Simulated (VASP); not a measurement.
A run of VASP 6.6.1 is set up as follows.

INCAR

```
SYSTEM = Sb3Au
ALGO     = Normal         ! electronic algorithm
EDIFF    = 1E-6           ! SCF threshold, eV
ENCUT    = 520            ! plane-wave cutoff, eV
ISIF     = 2              ! what is computed and relaxed
ISMEAR   = -1             ! smearing method
LASPH    = .TRUE.         ! aspherical terms in the spheres
LCHARG   = .TRUE.         ! write CHGCAR
LELF     = .TRUE.         ! ELF
LREAL    = .FALSE.        ! projectors in reciprocal space
LVHAR    = .TRUE.       
LWAVE    = .FALSE.        ! write WAVECAR
NBANDS   = 21             ! bands
NELM     = 60             ! most SCF steps
PREC     = Accurate       ! precision mode
SIGMA    = 0.05           ! smearing width, eV
```

Contents of KPOINTS:

```
k-points
0
G
  10 10 10
  0 0 0
```

File POSCAR:

```
Sb3Au
1.0
   -2.9989138824      2.9989138824      2.9989138824
    2.9989138824     -2.9989138824      2.9989138824
    2.9989138824      2.9989138824     -2.9989138824
Sb Au
3 1
Direct
    0.0000000000      0.5000000000      0.5000000000
    0.5000000000      0.0000000000      0.5000000000
    0.5000000000      0.5000000000      0.0000000000
    0.0000000000      0.0000000000      0.0000000000
```

Potentials or basis: VASP PAW LDA potentials, release 64 (Sb, Au).

The run is started by

```sh
$ cat potpaw_LDA.64/Sb/POTCAR potpaw_LDA.64/Au/POTCAR > POTCAR
$ mpirun -np 1 vasp_std > vasp.out
```

(1) Estimate the pressure.

(2) What does it give for the band gap on the k mesh?

Answers

(1) -5.8 GPa.

(2) zero (bands 13 and 14 overlap by 2.91 eV).

Caveat: the cell stands under tension; spin-orbit coupling is left out, which moves the levels of the heavy elements.
